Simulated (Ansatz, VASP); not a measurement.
## TiO2: VASP beside Ansatz

INCAR

```
  PREC = Accurate
  ENCUT = 520
  EDIFF = 1E-6
  ISMEAR = 0
  SIGMA = 0.05
  LREAL = F
  LASPH = T
  NELM = 150
  ALGO = Normal
  ISIF = 2
  LWAVE = F
  LCHARG = F
  LMAXMIX = 4
  LDAU = T
  LDAUTYPE = 2
  LDAUL = 2 -1
  LDAUU = 4 0
  LDAUJ = 0 0
  LDAUPRINT = 1
  GGA = PE
  NBANDS = 33
```

KPOINTS

```
Automatic mesh
0
Gamma
  8 8 8
```

File POSCAR:

```
TiO2
1.0
   -1.9089353641      1.9211562673      4.8931335993
    1.9089353641     -1.8967144609      4.8835889225
    1.9089353641      1.8967144609     -4.8835889225
Ti O
2 4
Direct
    0.0000000000      0.0000000000      0.0000000000
    0.7500000000      0.2500000000      0.5000000000
    0.2052765759      0.2052765759      0.0000000000
    0.9552765759      0.4552765759      0.5000000000
    0.5447234241      0.0447234241      0.5000000000
    0.7947234241      0.7947234241      0.0000000000
```

Input for Ansatz:

```yaml
crystal:
  lattice:
    - [-1.9089353641, 1.9211562673, 4.8931335993]
    - [1.9089353641, -1.8967144609, 4.8835889225]
    - [1.9089353641, 1.8967144609, -4.8835889225]
  atoms:
    - { symbol: Ti, position: [0.0, 0.0, 0.0] }
    - { symbol: Ti, position: [0.75, 0.25, 0.5] }
    - { symbol: O, position: [0.2052765759, 0.2052765759, 0.0] }
    - { symbol: O, position: [0.9552765759, 0.4552765759, 0.5] }
    - { symbol: O, position: [0.5447234241, 0.0447234241, 0.5] }
    - { symbol: O, position: [0.7947234241, 0.7947234241, 0.0] }
basis:
  ecutwfc: 420
kpoints:
  mp_grid: { grid: [8, 8, 8] }
hamiltonian:
  xc: pbe
  hubbard: { sites: [{ species: Ti, l: d, u_eff: 4.0 }] }
scf:
  occupations: { method: gaussian, width: 0.05 }
output:
  forces: true
  stress: true
  eigenvalues: true
```

Change from the starting cell: strain +0.0050 x Voigt [0, 0, 0, 1, 0, 0], atoms carried along.

Alike in both runs: task single point; functional PBE; k mesh 8 × 8 × 8; occupations gaussian, width 0.05 eV; no spin polarisation; Hubbard terms Ti d U = 4.0 eV.

|  | VASP | Ansatz |
| --- | --- | --- |
| version | VASP 6.6.1 | Ansatz 0.2.0 |
| potentials or method | VASP PAW PBE potentials, release 64 (Ti_sv, O), cutoff 520 eV | scalar-relativistic, plane waves, PAW |
| valence electrons in the cell | 48 | 48 |

```tsv
	VASP	Ansatz	Ansatz less VASP
gap on the k mesh at the Fermi level (eV)	2.68	2.65	-0.039
least direct gap on the mesh (eV)	2.95	2.91	-0.041
pressure (GPa)	4.2	0.0	-4.20
traceless stress, the component that is largest in VASP (GPa)	-0.61	0.01	+0.616
rms of the force components (eV/Å)	0.072	0.015	-0.0570
```

The programs project onto different local orbitals, so the same U acts differently, and such runs can settle in different states. Atom by atom the forces differ by 0.071 eV/Å (rms over components).
